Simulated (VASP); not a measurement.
SiNi, 4 atoms in the cell. Symmetry: Pmmn, No. 59, orthorhombic system. The conventional cell has a = 3.027 Å, b = 3.273 Å, c = 4.698 Å, α = 90.00°, β = 90.00°, γ = 90.00°. Si (site symmetry mm2) has 6 Ni at 2.34 to 2.40 Å and 6 Si at 2.68 to 3.03 Å within 3.1 Å. Ni (site symmetry mm2) has 6 Si at 2.34 to 2.40 Å and 6 Ni at 2.67 to 3.03 Å within 3.1 Å. 

| Item | Value |
| --- | --- |
| Program | VASP 6.6.1 |
| Task | single point |
| Functional | PBE |
| Potentials or basis | VASP PAW PBE potentials, release 64 (Si, Ni) |
| Cutoff | 520 eV |
| k mesh | 16 × 14 × 10 |
| Occupations | gaussian, width 0.1 eV |
| Spin | no spin polarisation |
| Dipole correction | no |
| Further INCAR settings | ALGO = Normal; EDIFF = 1e-07; NBANDS = 22 |

Potentials or basis: VASP PAW PBE potentials, release 64 (Si, Ni).

The run is started by

```sh
$ cat potpaw_PBE.64/Si/POTCAR potpaw_PBE.64/Ni/POTCAR > POTCAR
$ mpirun -np 1 vasp_std > vasp.out
```

Hardware: 1 thread of Intel(R) Xeon(R) 6975P-C (Granite Rapids), with other jobs on the host.

Problem. How long does it take, and how much memory?

Solution. Wall time 2.4 min on 1 thread of Intel(R) Xeon(R) 6975P-C (Granite Rapids), on a shared host, peak memory 0.46 GiB. Counts: scf iterations 17, k points 432.
